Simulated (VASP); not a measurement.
## CuCl: single point with PBEsol+U

CuCl:

```
Cu Cl
1.0
     0.00000    2.67824    2.67824
     2.67824    0.00000    2.67824
     2.67824    2.67824    0.00000
Cu Cl
1 1
Direct
  0.00000 0.00000 0.00000
  0.75000 0.75000 0.75000
```

| Item | Value |
| --- | --- |
| Program | VASP 6.6.1 |
| Task | single point |
| Functional | PBEsol |
| Potentials or basis | VASP PAW PBE potentials, release 64 (Cu, Cl) |
| Cutoff | 600 eV |
| k mesh | 12 × 12 × 12 |
| Occupations | gaussian, width 0.05 eV |
| Spin | no spin polarisation |
| Hubbard terms | Cu d U = 5.0 eV |
| Dipole correction | no |
| Further INCAR settings | ALGO = Normal; EDIFF = 1e-06; NBANDS = 16 |

| Item | Value |
| --- | --- |
| Pressure | -1.6 GPa |
| Band gap on the k mesh | 1.54 eV |

Levels at points of the mesh, in eV from the valence-band top:
```csv
k point,band 5,band 6,band 7,band 8,band 9,band 10,band 11,band 12,band 13,band 14
"(0.00, 0.00, 0.00)",-1.98,-1.98,0.00,0.00,0.00,1.54,7.75,7.75,7.75,12.53
"(0.50, 0.00, 0.00)",-1.92,-1.92,-1.86,-0.66,-0.66,3.91,7.76,8.07,8.07,12.90
"(0.50, 0.50, 0.00)",-2.04,-1.81,-1.72,-1.47,-1.47,4.13,5.43,9.74,12.17,12.17
```

Eigenvalues of the final occupation matrices:
| site | spin | trace | eigenvalues |
| --- | --- | --- | --- |
| site 1 d | 1 | 4.78 | 0.95 0.95 0.96 0.96 0.96 |
| site 1 d | 2 | 4.78 | 0.95 0.95 0.96 0.96 0.96 |

Run time: 92 s on 1 thread of Intel Xeon 8259CL, with other jobs on the host, peak memory 0.2 GiB.

Caveat: the PAW data sets were made with another functional, which shifts forces and pressure a little. A k mesh can miss the band edges.
